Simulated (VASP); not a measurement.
# Ni (P6_3/mmc) in VASP: single point with PBE0

Aim: the single point of Ni with PBE0.

All numbers are computed with VASP 6.6.1; they aren't measurements. Logs are shortened: lines on timing, memory, paths and dates and some standing lists are left out, and cuts for length are marked.

### 1 The cell of the first run

Symmetry: P6_3/mmc, No. 194, hexagonal system. The conventional cell has a = 2.415 Å, b = 2.415 Å, c = 4.018 Å, α = 90.00°, β = 90.00°, γ = 120.00°. Ni (site symmetry -6m2) has 12 Ni at 2.41 to 2.45 Å within 3.2 Å.

This isn't the form of Ni at room conditions, which is fcc.

### 2 Single point, PBE0, collinear spin, ferromagnetic start

POSCAR

```
Ni
1.0
    2.4149374515      0.0000000000      0.0000000000
   -1.2074687258      2.0913971816      0.0000000000
    0.0000000000      0.0000000000      4.0177628822
Ni
2
Direct
    0.6666666667      0.3333333333      0.7500000000
    0.3333333333      0.6666666667      0.2500000000
```

INCAR.step1

```
PREC     = Accurate       # precision mode
ENCUT    = 520            # plane-wave cutoff, eV
EDIFF    = 1E-5           # SCF threshold, eV
ISMEAR   = -1             # smearing method
SIGMA    = 0.05           # smearing width, eV
LREAL    = F              # projectors in reciprocal space
LASPH    = T              # aspherical terms in the spheres
NELM     = 150            # most SCF steps
ALGO     = Normal         # electronic algorithm
ISIF     = 2              # what is computed and relaxed
LWAVE    = T              # write WAVECAR
LCHARG   = F              # write CHGCAR
ISPIN    = 2              # spin polarisation
MAGMOM   = 1 1            # initial moments
LORBIT   = 11             # projections on sites
LMAXMIX  = 4              # l up to which the mixer works
GGA      = PE             # functional
NBANDS   = 21             # bands
```

INCAR.step2

```
PREC     = Accurate       # precision mode
ENCUT    = 520            # plane-wave cutoff, eV
EDIFF    = 1E-6           # SCF threshold, eV
ISMEAR   = -1             # smearing method
SIGMA    = 0.05           # smearing width, eV
LREAL    = F              # projectors in reciprocal space
LASPH    = T              # aspherical terms in the spheres
NELM     = 150            # most SCF steps
ALGO     = Normal         # electronic algorithm
ISIF     = 2              # what is computed and relaxed
LWAVE    = F              # write WAVECAR
LCHARG   = F              # write CHGCAR
ISPIN    = 2              # spin polarisation
MAGMOM   = 1 1            # initial moments
LORBIT   = 11             # projections on sites
LMAXMIX  = 4              # l up to which the mixer works
GGA      = PE             # functional
LHFCALC  = T              # exact exchange
AEXX     = 0.25           # exact-exchange fraction
PRECFOCK = Normal       
ISTART   = 1            
NBANDS   = 21             # bands
```

KPOINTS

```
regular mesh
0
Gamma
  6 6 4
```

Potentials or basis: VASP PAW PBE potentials, release 64 (Ni).

Run with:

```bash
$ cat potpaw_PBE.64/Ni/POTCAR > POTCAR
$ cp INCAR.step1 INCAR
$ mpirun -np 1 vasp_std > vasp.out
$ cp INCAR.step2 INCAR
$ mpirun -np 1 vasp_std > vasp.out
```

OUTCAR:

```text
PREC = Accurate
   ENCUT = 520
   EDIFF = 1E-6
   ISMEAR = -1
   LREAL = F
   LASPH = T
   NELM = 150
   ISIF = 2
   ISPIN = 2
   LORBIT = 11
   GGA = PE
   LHFCALC = T
   AEXX = 0.25
   PRECFOCK = Normal
   ISTART = 1

 ion  position               nearest neighbor table
   1  0.667  0.333  0.750-   2 2.45   2 2.45   2 2.45   2 2.45   2 2.45   2 2.45
   2  0.333  0.667  0.250-   1 2.45   1 2.45   1 2.45   1 2.45   1 2.45   1 2.45

  LATTYP: Found a hexagonal cell.
 ALAT       =     2.4149374515
 C/A-ratio  =     1.6637130207

  Lattice vectors:

 A1 = (   2.4149374515,   0.0000000000,   0.0000000000)
 A2 = (  -1.2074687258,   2.0913971816,   0.0000000000)
 A3 = (   0.0000000000,   0.0000000000,   4.0177628822)

Analysis of symmetry for initial positions (statically):
=====================================================================
 Subroutine PRICEL returns:
 Original cell was already a primitive cell.

 Routine SETGRP: Setting up the symmetry group for a
 hexagonal supercell.

 Subroutine GETGRP returns: Found 24 space group operations
 (whereof 12 operations were pure point group operations)
 out of a pool of 24 trial point group operations.

The static configuration has the point symmetry D_3d.
 The point group associated with its full space group is D_6h.

Analysis of symmetry for dynamics (positions and initial velocities):
=====================================================================
 Subroutine PRICEL returns:
 Original cell was already a primitive cell.

 Routine SETGRP: Setting up the symmetry group for a
 hexagonal supercell.

 Subroutine GETGRP returns: Found 24 space group operations
 (whereof 12 operations were pure point group operations)
 out of a pool of 24 trial point group operations.

The dynamic configuration has the point symmetry D_3d.
 The point group associated with its full space group is D_6h.

Analysis of structural, dynamic, and magnetic symmetry:
=====================================================================
 Subroutine PRICEL returns:
 Original cell was already a primitive cell.

 Routine SETGRP: Setting up the symmetry group for a
 hexagonal supercell.

 Subroutine GETGRP returns: Found 24 space group operations
 (whereof 12 operations were pure point group operations)
 out of a pool of 24 trial point group operations.

The overall configuration has the point symmetry D_3d.
 The point group associated with its full space group is D_6h.

 Subroutine INISYM returns: Found 24 space group operations
 (whereof 12 operations are pure point group operations),
 and found     1 'primitive' translations

----------------------------------------------------------------------------------------

                                     Primitive cell

  volume of cell :      20.2921

  direct lattice vectors                    reciprocal lattice vectors
     2.414937452  0.000000000  0.000000000     0.414089400  0.239074626  0.000000000
    -1.207468726  2.091397182  0.000000000     0.000000000  0.478149253  0.000000000
     0.000000000  0.000000000  4.017762882     0.000000000  0.000000000  0.248894728

  length of vectors
     2.414937452  2.414937452  4.017762882     0.478149253  0.478149253  0.248894728

  position of ions in fractional coordinates (direct lattice)
     0.666666667  0.333333333  0.750000000
     0.333333333  0.666666667  0.250000000

  ion indices of the primitive-cell ions
   primitive index   ion index
                 1           1
                 2           2

----------------------------------------------------------------------------------------

 KPOINTS: regular mesh

Automatic generation of k-mesh.
 Grid dimensions read from file:
 generate k-points for:    6    6    4

 Generating k-lattice:

  Cartesian coordinates                     Fractional coordinates (reciprocal lattice)
     0.069014900  0.039845771  0.000000000     0.166666667  0.000000000  0.000000000
     0.000000000  0.079691542  0.000000000     0.000000000  0.166666667  0.000000000
     0.000000000  0.000000000  0.062223682     0.000000000  0.000000000  0.250000000

  Length of vectors
     0.079691542  0.079691542  0.062223682

  Shift w.r.t. Gamma in fractional coordinates (k-lattice)
     0.000000000  0.000000000  0.000000000

 Subroutine IBZKPT returns following result:
 ===========================================

 Found     21 irreducible k-points:

 Following reciprocal coordinates:
            Coordinates               Weight
  0.000000  0.000000  0.000000      1.000000
  0.166667  0.000000  0.000000      6.000000
  0.333333  0.000000  0.000000      6.000000
  0.500000 -0.000000  0.000000      3.000000
  0.166667  0.166667  0.000000      6.000000
  0.333333  0.166667  0.000000     12.000000
[... 13 lines left out ...]
  0.333333  0.166667  0.500000     12.000000
  0.333333  0.333333  0.500000      2.000000
   k-points           NKPTS =     21   k-points in BZ     NKDIM =    144   number of bands    NBANDS=     21
   number of dos      NEDOS =    301   number of ions     NIONS =      2
   total plane-waves  NPLWV =   9720
   dimension x,y,z NGX =    18 NGY =   18 NGZ =   30
   dimension x,y,z NGXF=    36 NGYF=   36 NGZF=   60
   ions per type =               2
   NGX,Y,Z   is equivalent  to a cutoff of  12.39, 12.39, 12.41 a.u.
   NGXF,Y,Z  is equivalent  to a cutoff of  24.78, 24.78, 24.83 a.u.
 SYSTEM =  unknown system
   PREC   = accura    normal or accurate (medium, high low for compatibility)
   ISTART =      1    job   : 0-new  1-cont  2-samecut
   ICHARG =      0    charge: 1-file 2-atom 10-const
   ISPIN  =      2    spin polarized calculation?
   LNONCOLLINEAR =      F non collinear calculations
   LSORBIT =      F    spin-orbit coupling
   LASPH  =      T    aspherical Exc in radial PAW
   ENCUT  =  520.0 eV  38.22 Ry    6.18 a.u.   4.49  4.49  7.47*2*pi/ulx,y,z
   NELM   =    150;   NELMIN=  2; NELMDL=  0     # of ELM steps
   EDIFF  = 0.1E-05   stopping-criterion for ELM
   LREAL  =      F    real-space projection
   EDIFFG = 0.1E-04   stopping-criterion for IOM
   NSW    =      0    number of steps for IOM
   IBRION =     -1    ionic relax: 0-MD 1-quasi-New 2-CG
   NFREE  =      0    steps in history (QN), initial steepest desc. (CG)
   ISIF   =      2    stress and relaxation
   ISYM   =      3    0-nonsym 1-usesym 2-fastsym
   POTIM  = 0.5000    time-step for ionic-motion
   TEBEG  =    0.0;   TEEND  =   0.0 temperature during run
   PSTRESS=    0.0 pullay stress
   NELECT =      20.0000    total number of electrons
   NUPDOWN=      -1.0000    fix difference up-down
   EMIN   =  10.00;   EMAX   =-10.00  energy-range for DOS
   EFERMI =   0.00;   METHOD = LEGACY
   ISMEAR =    -1;   SIGMA  =   0.05  broadening in eV -4-tet -1-fermi 0-gaus
   EFERMI_NEDOS =   21; number of points for ismear=-14 and -15
   IALGO  =     38    algorithm
   IMIX   =      1    mixing-type and parameters
     AMIX     =   0.40;   BMIX     =  1.00
     AMIX_MAG =   1.60;   BMIX_MAG =  1.00
  volume/ion in A,a.u.               =      10.15        68.47
  Fermi-wavevector in a.u.,A,eV,Ry     =   1.629206  3.078752 36.114098  2.654311
  Thomas-Fermi vector in A             =   2.721710
   LORBIT       =     11    0 simple, 1 ext, 2 COOP (PROOUT), +10 PAW based schemes
   GGA     = PE    functional components
   LHFCALC =     T    Hartree Fock is set to
   PRECFOCK=normal    Normal, Fast or Accurate (Low or Medium for compatibility)
   ENCUT4O =  -1.0   cutoff for four orbital integrals eV
   NKREDX  =     1    reduce k-point grid by
   NKREDY  =     1    reduce k-point grid by
   NKREDZ  =     1    reduce k-point grid by
   AEXX    =    0.2500 exact exchange contribution
   HFSCREEN=    0.0000 screening length (either q_TF or 0.3 A-1)
   HFSCREENC=   0.0000 screening length for correlation (either q_TF or 0.3 A-1)
   ENCUTFOCK=  -1.0 apply spherical cutoff to Coloumb kernel
   IVDW    =     0    specifies the selected vdW correction
   LEPSILON=     F    determine dielectric tensor
   LRPA    =     F    only Hartree local field effects (RPA)
 spin polarized calculation
  energy-cutoff  :      520.00
  volume of cell :       20.29
 maximum number of plane-waves:       561
 NGX is ok and might be reduce to    18
  NGX = 14; NGY = 14; NGZ = 24

 number of electron      19.9999980 magnetization       1.4021742

 Free energy of the ion-electron system (eV)
  ---------------------------------------------------
  ext. energy  EPLUGINS =         0.00000000
  ---------------------------------------------------
  free energy    TOTEN  =       -13.51041486 eV

  energy without entropy =      -13.50793671  energy(sigma->0) =      -13.50917579

 E-fermi :  10.1431     XC(G=0): -10.6570

 val. band max:        9.8546996779   @ k =   0.3333   0.3333   0.0000
 cond. band min:      10.1989875692   @ k =   0.1667   0.0000   0.2500
 fundamental gap:      0.3442878913
 Fermi energy:        10.1430672786

 spin component 1

 k-point     1 :       0.0000    0.0000    0.0000
  band No.  band energies     occupation
      1      -0.7042      1.00000
      2       2.9350      1.00000
      3       5.2876      1.00000
      4       5.6023      1.00000
      5       5.6023      1.00000
      6       5.8985      1.00000
[... 477 lines left out ...]
      4       4.4120      1.00000
      5       5.3639      1.00000
      6       5.3639      1.00000
[... 13 lines left out ...]
     20      36.0693      0.00000
     21      40.5043      0.00000
 Fermi energy:        10.1430672786

 spin component 2

 k-point     1 :       0.0000    0.0000    0.0000
  band No.  band energies     occupation
      1      -1.0678      1.00000
      2       3.6884      1.00000
      3       6.7550      1.00000
      4       6.9612      1.00000
      5       6.9612      1.00000
      6       7.3048      1.00000
[... 478 lines left out ...]
      5       6.4504      1.00000
      6       6.4504      1.00000
[... 13 lines left out ...]
     20      36.0137      0.00000
     21      40.4922      0.00000

------------------------ aborting loop because EDIFF is reached ----------------------------------------

  FORCE on cell =-STRESS in cart. coord.  units (eV):
  Direction    XX          YY          ZZ          XY          YZ          ZX
  --------------------------------------------------------------------------------------
  -------------------------------------------------------------------------------------
  Total        1.4166247      1.4166247      0.6368941     -0.0000000      0.0000000     -0.0000000
  in kB      111.8506930    111.8506930     50.2864630     -0.0000000      0.0000000     -0.0000000
  external PRESSURE =      91.3292830 kB  Pullay stress =       0.0000000 kB

 VOLUME and BASIS-vectors are now :
 -----------------------------------------------------------------------------
  energy-cutoff  :      520.00
  volume of cell :       20.29
      direct lattice vectors                 reciprocal lattice vectors
     2.414937452  0.000000000  0.000000000     0.414089400  0.239074626  0.000000000
    -1.207468726  2.091397182  0.000000000     0.000000000  0.478149253  0.000000000
     0.000000000  0.000000000  4.017762882     0.000000000  0.000000000  0.248894728

 POSITION                                       TOTAL-FORCE (eV/Angst)
 -----------------------------------------------------------------------------------
      1.20747      0.69713      3.01332        -0.000000      0.000000      0.000000
     -0.00000      1.39426      1.00444         0.000000      0.000000      0.000000
 -----------------------------------------------------------------------------------
    total drift:                                0.000000     -0.000000     -0.000000

  FREE ENERGIE OF THE ION-ELECTRON SYSTEM (eV)
  ---------------------------------------------------
  free  energy   TOTEN  =       -13.5104148649 eV

  energy  without entropy=      -13.5079367137  energy(sigma->0) =      -13.50917579

 total charge

# of ion       s       p       d       tot
------------------------------------------
    1        0.516   0.533   8.441   9.489
    2        0.516   0.533   8.441   9.489
--------------------------------------------------
tot          1.031   1.067  16.881  18.979

 magnetization (x)

# of ion       s       p       d       tot
------------------------------------------
    1       -0.014  -0.070   0.806   0.722
    2       -0.014  -0.070   0.806   0.722
--------------------------------------------------
tot         -0.028  -0.140   1.612   1.445
```

Wall time 2.3 h (1 thread of Oxide Virtual Turin-like, shared host); peak memory 0.12 GiB.

Results:

```
Free energy                                           : -13.5104 eV
Pressure                                              : 9.1 GPa
Net moment                                            : 1.40 μB per cell
Site moments                                          : Ni +0.72 μB
Valence electrons inside the program's atomic spheres : Ni 9.49
```

Stress tensor (GPa, compression positive):
```
11.19  0.00  0.00
 0.00 11.19  0.00
 0.00  0.00  5.03
```

Caveat: the k points lie up to 0.50 Å⁻¹ apart; the PAW data sets were made with another functional, which shifts forces and pressure a little.
